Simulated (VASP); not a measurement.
# LiH in VASP: notebook

The runs below take LiH through single point, relaxation of cell and atoms, with r2SCAN.

Program: VASP 6.6.1. These are calculated values, not measurements. Logs are shortened: lines on timing, memory, paths and dates and some standing lists are left out, and cuts for length are marked.

## Step 1: The cell of the first run

The structure is tetragonal, space group I4/mmm (No. 139). The conventional cell has a = 2.860 Å, b = 2.860 Å, c = 3.993 Å, α = 90.00°, β = 90.00°, γ = 90.00°. Li (site symmetry 4/mmm) has 6 H at 2.00 to 2.02 Å within 2.6 Å. H (site symmetry 4/mmm) has 6 Li at 2.00 to 2.02 Å within 2.6 Å.

## Step 2: Single point, r2SCAN (film at in-plane strain +0.01)

Contents of POSCAR:

```
LiH
1.0
    2.0223501090      2.0223501090      0.0000000000
   -2.0223501090      2.0223501090      0.0000000000
    0.0000000000      2.0223501090      1.9966765966
Li H
1 1
Direct
    0.0000000000      0.0000000000      0.0000000000
    0.5000000000      0.5000000000      0.0000000000
```

Contents of INCAR.step1:

```
SYSTEM = LiH
PREC = Accurate ; ENCUT = 520
ISMEAR = 0 ; SIGMA = 0.01
LREAL = .FALSE. ; LASPH = .TRUE.
NELM = 60 ; NBANDS = 9
GGA = PE ; ALGO = Normal
EDIFF = 1E-4 ; LWAVE = .TRUE.
LCHARG = .FALSE.
```

Contents of INCAR.step2:

```
SYSTEM = LiH
PREC = Accurate ; ENCUT = 520
EDIFF = 1E-6 ; ISMEAR = 0
SIGMA = 0.01 ; LREAL = .FALSE.
LASPH = .TRUE. ; NELM = 60
ALGO = Normal ; ISIF = 2
LWAVE = .FALSE. ; LCHARG = .FALSE.
METAGGA = R2SCAN ; LMIXTAU = .TRUE.
NBANDS = 9 ; ISTART = 1
```

Contents of KPOINTS:

```
regular mesh
0
G
  10 10 10
  0 0 0
```

Potentials or basis: VASP PAW PBE potentials, release 64 (Li_sv, H).

Command:

```bash
$ cat potpaw_PBE.64/Li_sv/POTCAR potpaw_PBE.64/H/POTCAR > POTCAR
$ cp INCAR.step1 INCAR
$ mpirun -np 1 vasp_std > vasp.out
$ cp INCAR.step2 INCAR
$ mpirun -np 1 vasp_std > vasp.out
```

OUTCAR:

```text
SYSTEM = LiH
   PREC = Accurate
   ENCUT = 520
   EDIFF = 1E-6
   ISMEAR = 0
   LREAL = .FALSE.
   LASPH = .TRUE.
   NELM = 60
   ISIF = 2
   METAGGA = R2SCAN
   ISTART = 1

 ion  position               nearest neighbor table
   1  0.000  0.000  0.000-
   2  0.500  0.500  0.000-

  LATTYP: Found a body centered tetragonal cell.
 ALAT       =     2.8600349520
 C/A-ratio  =     1.3962602766

  Lattice vectors:

 A1 = (   2.0223501090,   0.0000000000,  -1.9966765966)
 A2 = (  -2.0223501090,   0.0000000000,  -1.9966765966)
 A3 = (   0.0000000000,   2.0223501090,   1.9966765966)

Analysis of symmetry for initial positions (statically):
=====================================================================
 Subroutine PRICEL returns:
 Original cell was already a primitive cell.

 Routine SETGRP: Setting up the symmetry group for a
 body centered tetragonal supercell.

 Subroutine GETGRP returns: Found 16 space group operations
 (whereof 16 operations were pure point group operations)
 out of a pool of 16 trial point group operations.

The static configuration has the point symmetry D_4h.

Analysis of symmetry for dynamics (positions and initial velocities):
=====================================================================
 Subroutine PRICEL returns:
 Original cell was already a primitive cell.

 Routine SETGRP: Setting up the symmetry group for a
 body centered tetragonal supercell.

 Subroutine GETGRP returns: Found 16 space group operations
 (whereof 16 operations were pure point group operations)
 out of a pool of 16 trial point group operations.

The dynamic configuration has the point symmetry D_4h.

 Subroutine INISYM returns: Found 16 space group operations
 (whereof 16 operations are pure point group operations),
 and found     1 'primitive' translations

----------------------------------------------------------------------------------------

                                     Primitive cell

  volume of cell :      16.3324

  direct lattice vectors                    reciprocal lattice vectors
     2.022350109  2.022350109  0.000000000     0.247237112  0.247237112 -0.250416117
    -2.022350109  2.022350109  0.000000000    -0.247237112  0.247237112 -0.250416117
     0.000000000  2.022350109  1.996676597     0.000000000  0.000000000  0.500832234

  length of vectors
     2.860034952  2.860034952  2.841939020     0.430070472  0.430070472  0.500832234

  position of ions in fractional coordinates (direct lattice)
[... 78 lines left out ...]
   NELM   =     60;   NELMIN=  2; NELMDL=  0     # of ELM steps
   EDIFF  = 0.1E-05   stopping-criterion for ELM
   LREAL  =      F    real-space projection
   EDIFFG = 0.1E-04   stopping-criterion for IOM
   NSW    =      0    number of steps for IOM
   IBRION =     -1    ionic relax: 0-MD 1-quasi-New 2-CG
   NFREE  =      0    steps in history (QN), initial steepest desc. (CG)
   ISIF   =      2    stress and relaxation
   ISYM   =      2    0-nonsym 1-usesym 2-fastsym
   POTIM  = 0.5000    time-step for ionic-motion
   TEBEG  =    0.0;   TEEND  =   0.0 temperature during run
   PSTRESS=    0.0 pullay stress
   NELECT =       4.0000    total number of electrons
   NUPDOWN=      -1.0000    fix difference up-down
   EMIN   =  10.00;   EMAX   =-10.00  energy-range for DOS
   EFERMI =   0.00;   METHOD = LEGACY
   ISMEAR =     0;   SIGMA  =   0.01  broadening in eV -4-tet -1-fermi 0-gaus
   EFERMI_NEDOS =   21; number of points for ismear=-14 and -15
   IALGO  =     38    algorithm
   IMIX   =      4    mixing-type and parameters
     AMIX     =   0.40;   BMIX     =  1.00
     AMIX_MAG =   1.60;   BMIX_MAG =  1.00
  volume/ion in A,a.u.               =       8.17        55.11
  Fermi-wavevector in a.u.,A,eV,Ry     =   1.024263  1.935576 14.274064  1.049114
  Thomas-Fermi vector in A             =   2.158040
   LORBIT       =      0    0 simple, 1 ext, 2 COOP (PROOUT), +10 PAW based schemes
   METAGGA = R2SCAN    functional components
   LHFCALC =     F    Hartree Fock is set to
   AEXX    =    0.0000 exact exchange contribution
   IVDW    =     0    specifies the selected vdW correction
   LEPSILON=     F    determine dielectric tensor
   LRPA    =     F    only Hartree local field effects (RPA)
 non-spin polarized calculation
 Gauss-broadening in eV      SIGMA  =   0.01
  energy-cutoff  :      520.00
  volume of cell :       16.33
 maximum number of plane-waves:       449
 NGX is ok and might be reduce to    24
   NGX = 11   NGY = 11   NGZ = 11

 number of electron       3.9999995 magnetization

 Free energy of the ion-electron system (eV)
  ---------------------------------------------------
  ext. energy  EPLUGINS =         0.00000000
  ---------------------------------------------------
  free energy    TOTEN  =        -6.81654010 eV

  energy without entropy =       -6.81654010  energy(sigma->0) =       -6.81654010

 E-fermi :   0.0193     XC(G=0):  -8.7758

 val. band max:       -0.1892040036   @ k =   0.0000   0.0000   0.5000
 cond. band min:       3.2788036144   @ k =   0.5000   0.5000   0.0000
 fundamental gap:      3.4680076180
 Fermi energy:         0.0193333133

 k-point     1 :       0.0000    0.0000    0.0000
  band No.  band energies     occupation
      1     -45.9959      2.00000
      2      -5.6457      2.00000
      3      17.1782      0.00000
      4      18.9039      0.00000
      5      19.0257      0.00000
      6      19.0260      0.00000
      7      23.3721      0.00000
      8      23.3722      0.00000
      9      23.4457      0.00000
[... 265 lines left out ...]
 k-point    24 :       0.4000    0.3000    0.0000
  band No.  band energies     occupation
      1     -45.9436      2.00000
      2      -1.2520      2.00000
      3       5.1066      0.00000
      4       8.1315      0.00000
      5      13.2981      0.00000
      6      17.3215      0.00000
      7      24.2685      0.00000
      8      27.9608      0.00000
      9      31.3452      0.00000

 [... further k-points ...]
[... 5 lines left out ...]
  --------------------------------------------------------------------------------------
  -------------------------------------------------------------------------------------
  Total       -0.1279168     -0.1279168     -0.0438321      0.0000000      0.0000000     -0.0000000
  in kB      -12.5483831    -12.5483831     -4.2998392      0.0000000      0.0000000     -0.0000000
  external PRESSURE =      -9.7988685 kB  Pullay stress =       0.0000000 kB

 VOLUME and BASIS-vectors are now :
 -----------------------------------------------------------------------------
  energy-cutoff  :      520.00
  volume of cell :       16.33
      direct lattice vectors                 reciprocal lattice vectors
     2.022350109  2.022350109  0.000000000     0.247237112  0.247237112 -0.250416117
    -2.022350109  2.022350109  0.000000000    -0.247237112  0.247237112 -0.250416117
     0.000000000  2.022350109  1.996676597     0.000000000  0.000000000  0.500832234

 POSITION                                       TOTAL-FORCE (eV/Angst)
 -----------------------------------------------------------------------------------
      0.00000      0.00000      0.00000         0.000000      0.000000      0.000000
      0.00000      2.02235      0.00000        -0.000000     -0.000000      0.000000
 -----------------------------------------------------------------------------------
    total drift:                                0.000000     -0.000000     -0.000000

  FREE ENERGIE OF THE ION-ELECTRON SYSTEM (eV)
  ---------------------------------------------------
  free  energy   TOTEN  =        -6.8165401041 eV

  energy  without entropy=       -6.8165401041  energy(sigma->0) =       -6.81654010
```

OSZICAR.step1:

```text
N       E                     dE             d eps       ncg     rms          rms(c)
DAV:   1    -0.144583401507E+01   -0.14458E+01   -0.14118E+03  1876   0.405E+02
DAV:   2    -0.630340699974E+01   -0.48576E+01   -0.48315E+01  2599   0.555E+01
DAV:   3    -0.636786134978E+01   -0.64454E-01   -0.64434E-01  2259   0.543E+00
DAV:   4    -0.636818597280E+01   -0.32462E-03   -0.32459E-03  2584   0.327E-01
DAV:   5    -0.636818757439E+01   -0.16016E-05   -0.16016E-05  2309   0.168E-02    0.287E+00
DAV:   6    -0.618547020637E+01    0.18272E+00   -0.14995E-01  2022   0.120E+00    0.144E+00
DAV:   7    -0.612451858950E+01    0.60952E-01   -0.19285E-01  2140   0.154E+00    0.220E-01
DAV:   8    -0.612635480296E+01   -0.18362E-02   -0.45477E-03  2243   0.436E-01    0.428E-02
DAV:   9    -0.612627933465E+01    0.75468E-04   -0.15452E-04  2257   0.474E-02
   1 F= -.61262793E+01 E0= -.61262793E+01  d E =0.000000E+00
```

Wall time 54 s (1 thread of Intel Xeon Platinum 8259CL at 2.50GHz (Skylake/Cascade Lake), shared host); peak memory 0.14 GiB.

What came out:

| Item | Value |
| --- | --- |
| Free energy | -6.8165 eV |
| Band gap on the k mesh | 3.47 eV, indirect (least direct gap 3.56 eV) |

Caveat: the cell differs from its parent crystal (film at in-plane strain +0.01); the cutoff is under 1.25 times the usual one of these potentials, so pressure, stress and relaxed cells hold a basis-set (Pulay) error; the PAW data sets were made with another functional, which shifts forces and pressure a little.

## Step 3: Single point, r2SCAN (film at in-plane strain +0.02)

Contents of POSCAR:

```
LiH
1.0
    2.0423733774      2.0423733774      0.0000000000
   -2.0423733774      2.0423733774      0.0000000000
    0.0000000000      2.0423733774      1.9904186786
Li H
1 1
Direct
    0.0000000000      0.0000000000      0.0000000000
    0.5000000000      0.5000000000      0.0000000000
```

Contents of INCAR.step1:

```
SYSTEM = LiH
PREC = Accurate
ENCUT = 520
ISMEAR = 0
SIGMA = 0.01
LREAL = .FALSE.
LASPH = .TRUE.
NELM = 80
NBANDS = 9
GGA = PE
ALGO = Normal
EDIFF = 1E-4
LWAVE = .TRUE.
LCHARG = .FALSE.
```

Contents of INCAR.step2:

```
SYSTEM = LiH
PREC = Accurate
ENCUT = 520
EDIFF = 1E-6
ISMEAR = 0
SIGMA = 0.01
LREAL = .FALSE.
LASPH = .TRUE.
NELM = 80
ALGO = Normal
ISIF = 2
LWAVE = .FALSE.
LCHARG = .FALSE.
METAGGA = R2SCAN
LMIXTAU = .TRUE.
NBANDS = 9
ISTART = 1
```

Contents of KPOINTS:

```
Automatic mesh
0
G
  10 10 10
  0 0 0
```

Potentials or basis: VASP PAW PBE potentials, release 64 (Li_sv, H).

Command:

```bash
$ cat potpaw_PBE.64/Li_sv/POTCAR potpaw_PBE.64/H/POTCAR > POTCAR
$ cp INCAR.step1 INCAR
$ mpirun -np 1 vasp_std > vasp.out
$ cp INCAR.step2 INCAR
$ mpirun -np 1 vasp_std > vasp.out
```

OUTCAR:

```text
SYSTEM = LiH
   PREC = Accurate
   ENCUT = 520
   EDIFF = 1E-6
   ISMEAR = 0
   LREAL = .FALSE.
   LASPH = .TRUE.
   NELM = 80
   ISIF = 2
   METAGGA = R2SCAN
   ISTART = 1

 ion  position               nearest neighbor table
   1  0.000  0.000  0.000-
   2  0.500  0.500  0.000-

  LATTYP: Found a body centered tetragonal cell.
 ALAT       =     2.8883521297
 C/A-ratio  =     1.3782382405

  Lattice vectors:

 A1 = (   2.0423733774,   0.0000000000,  -1.9904186786)
 A2 = (  -2.0423733774,   0.0000000000,  -1.9904186786)
 A3 = (   0.0000000000,   2.0423733774,   1.9904186786)

Analysis of symmetry for initial positions (statically):
=====================================================================
 Subroutine PRICEL returns:
 Original cell was already a primitive cell.

 Routine SETGRP: Setting up the symmetry group for a
 body centered tetragonal supercell.

 Subroutine GETGRP returns: Found 16 space group operations
 (whereof 16 operations were pure point group operations)
 out of a pool of 16 trial point group operations.

The static configuration has the point symmetry D_4h.

Analysis of symmetry for dynamics (positions and initial velocities):
[... 163 lines left out ...]
 cond. band min:       3.1563525958   @ k =   0.5000   0.5000   0.0000
 fundamental gap:      3.3564644740
 Fermi energy:        -0.0986612061

 k-point     1 :       0.0000    0.0000    0.0000
  band No.  band energies     occupation
      1     -46.0868      2.00000
      2      -5.6565      2.00000
      3      16.8685      0.00000
      4      18.5692      0.00000
      5      18.8236      0.00000
      6      18.8241      0.00000
      7      23.0741      0.00000
      8      23.0741      0.00000
      9      23.2251      0.00000
[... 265 lines left out ...]
 k-point    24 :       0.4000    0.3000   -0.0000
  band No.  band energies     occupation
      1     -46.0379      2.00000
      2      -1.3167      2.00000
      3       4.9770      0.00000
      4       8.0001      0.00000
      5      13.1933      0.00000
      6      17.0939      0.00000
      7      24.0647      0.00000
      8      27.6355      0.00000
      9      30.9690      0.00000

 [... further k-points ...]
[... 5 lines left out ...]
  --------------------------------------------------------------------------------------
  -------------------------------------------------------------------------------------
  Total       -0.2191698     -0.2191698     -0.0328776      0.0000000     -0.0000000     -0.0000000
  in kB      -21.1468895    -21.1468895     -3.1722393      0.0000000     -0.0000000     -0.0000000
  external PRESSURE =     -15.1553395 kB  Pullay stress =       0.0000000 kB

 VOLUME and BASIS-vectors are now :
 -----------------------------------------------------------------------------
  energy-cutoff  :      520.00
  volume of cell :       16.61
      direct lattice vectors                 reciprocal lattice vectors
     2.042373377  2.042373377  0.000000000     0.244813219  0.244813219 -0.251203430
    -2.042373377  2.042373377  0.000000000    -0.244813219  0.244813219 -0.251203430
     0.000000000  2.042373377  1.990418679     0.000000000  0.000000000  0.502406861

 POSITION                                       TOTAL-FORCE (eV/Angst)
 -----------------------------------------------------------------------------------
      0.00000      0.00000      0.00000         0.000000     -0.000000      0.000000
      0.00000      2.04237      0.00000        -0.000000      0.000000      0.000000
 -----------------------------------------------------------------------------------
    total drift:                                0.000000     -0.000000     -0.000000

  FREE ENERGIE OF THE ION-ELECTRON SYSTEM (eV)
  ---------------------------------------------------
  free  energy   TOTEN  =        -6.8139278710 eV

  energy  without entropy=       -6.8139278710  energy(sigma->0) =       -6.81392787
```

OUTCAR.step1:

```text
SYSTEM = LiH
   PREC = Accurate
   ENCUT = 520
   ISMEAR = 0
   LREAL = .FALSE.
   LASPH = .TRUE.
[... 511 lines left out ...]
      0.00000      0.00000      0.00000        -0.000000      0.000000      0.000000
      0.00000      2.04237      0.00000         0.000000     -0.000000      0.000000
 -----------------------------------------------------------------------------------
    total drift:                                0.000000     -0.000000     -0.000000

  FREE ENERGIE OF THE ION-ELECTRON SYSTEM (eV)
  ---------------------------------------------------
  free  energy   TOTEN  =        -6.1238141041 eV

  energy  without entropy=       -6.1238141041  energy(sigma->0) =       -6.12381410
```

Run time: 50 s. Hardware: 1 thread of Intel Xeon Platinum 8259CL at 2.50GHz (Skylake/Cascade Lake), shared host; peak memory 0.14 GiB.

Results:

- Free energy: -6.8139 eV
- Band gap on the k mesh: 3.36 eV, indirect (least direct gap 3.55 eV)

Levels at points of the mesh, in eV from the valence-band top:
| k point | band 1 | band 2 | band 3 | band 4 | band 5 | band 6 | band 7 |
| --- | --- | --- | --- | --- | --- | --- | --- |
| (0.00, 0.00, 0.00) | -45.89 | -5.46 | 17.07 | 18.77 | 19.02 | 19.02 | 23.27 |
| (0.50, 0.00, 0.00) | -45.85 | -2.68 | 5.46 | 14.50 | 17.46 | 18.05 | 19.08 |
| (0.50, 0.50, 0.00) | -45.84 | -0.19 | 3.36 | 11.49 | 11.72 | 14.86 | 18.65 |
| (0.00, 0.00, 0.50) | -45.83 | 0.00 | 3.71 | 11.17 | 11.17 | 14.45 | 18.47 |

Caveat: the cell differs from its parent crystal (film at in-plane strain +0.02); the cutoff is under 1.25 times the usual one of these potentials, so pressure, stress and relaxed cells hold a basis-set (Pulay) error; the PAW data sets were made with another functional, which shifts forces and pressure a little. A k mesh can miss the band edges.

## Step 4: Relaxation of cell and atoms, r2SCAN

This run uses another cell than the first one, of 8.45 Å³/atom, 1.035 times its volume.

Contents of POSCAR:

```
LiH
1.0
    2.0367500000      2.0367500000      0.0000000000
   -2.0367500000      2.0367500000      0.0000000000
    0.0000000000      2.0367500000      2.0367500000
Li H
1 1
Direct
    0.0000000000      0.0000000000      0.0000000000
    0.5000000000      0.5000000000      0.0000000000
```

Contents of INCAR.step1:

```
PREC = Accurate
ENCUT = 600
ISMEAR = -1
SIGMA = 0.05
LREAL = F
LASPH = T
NELM = 60
GGA = PE
ALGO = Normal
EDIFF = 1E-4
LWAVE = T
LCHARG = F
```

Contents of INCAR.step2:

```
PREC = Accurate
ENCUT = 600
EDIFF = 1E-7
ISMEAR = -1
SIGMA = 0.05
LREAL = F
LASPH = T
NELM = 60
ALGO = Normal
ISIF = 3
LWAVE = F
LCHARG = F
METAGGA = R2SCAN
LMIXTAU = T
IBRION = 2
NSW = 100
EDIFFG = -0.002
ISTART = 1
```

Contents of KPOINTS:

```
Automatic mesh
0
Gamma
  14 14 14
```

Command:

```bash
$ cat potpaw_PBE.64/Li_sv/POTCAR potpaw_PBE.64/H/POTCAR > POTCAR
$ cp INCAR.step1 INCAR
$ mpirun -np 1 vasp_std > vasp.out
$ cp INCAR.step2 INCAR
$ mpirun -np 1 vasp_std > vasp.out
```

Wall time 2.2 min (1 thread of Intel Xeon Platinum 8259CL at 2.50GHz (Skylake/Cascade Lake), shared host); peak memory 0.14 GiB.

Results (log left out):

| Quantity | Value |
| --- | --- |
| Free energy | -6.8216 eV |
| Relaxed volume | 7.95 Å³/atom |
| Relaxed cell | a = 2.823 Å, b = 2.823 Å, c = 2.823 Å, α = 60.00°, β = 60.00°, γ = 90.00° |
| Space group after relaxing (to 0.05 Å) | Fm-3m (No. 225) |
| Energy gained by relaxing | 3.0 meV/atom |
| Ionic steps | 5 |
| Pressure after relaxing | 0.0 GPa |
| Band gap on the k mesh | 3.57 eV, direct |

Step by step:
| step | energy change (eV) | largest force (eV/Å) | pressure (GPa) | volume (Å³) |
| --- | --- | --- | --- | --- |
| 1 | 0.0000 | 0.0000 | -1.94 | 16.90 |
| 2 | -0.0026 | 0.0000 | -1.37 | 16.65 |
| 3 | -0.0058 | 0.0000 | -0.45 | 16.09 |
| 4 | -0.0060 | 0.0000 | 0.17 | 15.83 |
| 5 | -0.0061 | 0.0000 | 0.01 | 15.90 |

Final structure:
```
Li H
1.0
     1.99595    1.99595    0.00000
    -1.99595    1.99595    0.00000
     0.00000    1.99595    1.99595
Li H
1 1
Direct
  0.00000 0.00000 0.00000
  0.50000 0.50000 0.00000
```

Levels at points of the mesh, in eV from the valence-band top:
```tsv
k point	band 1	band 2	band 3	band 4	band 5
(0.00, 0.00, 0.00)	-45.72	-5.49	17.80	19.52	19.52
(0.50, 0.00, 0.00)	-45.67	-2.68	5.70	15.05	18.27
(0.50, 0.50, 0.00)	-45.66	0.00	3.57	11.80	11.80
```

Caveat: the cutoff is under 1.25 times the usual one of these potentials, so pressure, stress and relaxed cells hold a basis-set (Pulay) error; the PAW data sets were made with another functional, which shifts forces and pressure a little. A k mesh can miss the band edges.

## Step 5: The runs side by side

| task | cell | k mesh | cutoff (eV) | smearing | gap on the mesh (eV) |
| --- | --- | --- | --- | --- | --- |
| single point | a = 2.860, b = 2.860, c = 2.842 Å, angles 59.8, 59.8, 90.0°, 2 atoms | 10 × 10 × 10 | 520 | gaussian 0.01 eV | 3.47 |
| single point | a = 2.888, b = 2.888, c = 2.852 Å, angles 59.6, 59.6, 90.0°, 2 atoms | 10 × 10 × 10 | 520 | gaussian 0.01 eV | 3.36 |
| relaxation of cell and atoms | relaxed from a = 2.880 Å, angles 60.0, 60.0, 90.0°, 2 atoms | 14 × 14 × 14 | 600 | fermi-dirac 0.05 eV | 3.57 |

Alike in all rows: level r2SCAN; potentials or basis VASP PAW PBE potentials, release 64 (Li_sv, H); no spin polarisation.

Caveats: the cutoff is under 1.25 times the usual one of these potentials, so pressure, stress and relaxed cells hold a basis-set (Pulay) error; the PAW data sets were made with another functional, which shifts forces and pressure a little.

Total energies depend on the potentials used, so only differences within one code and one set of settings carry meaning.
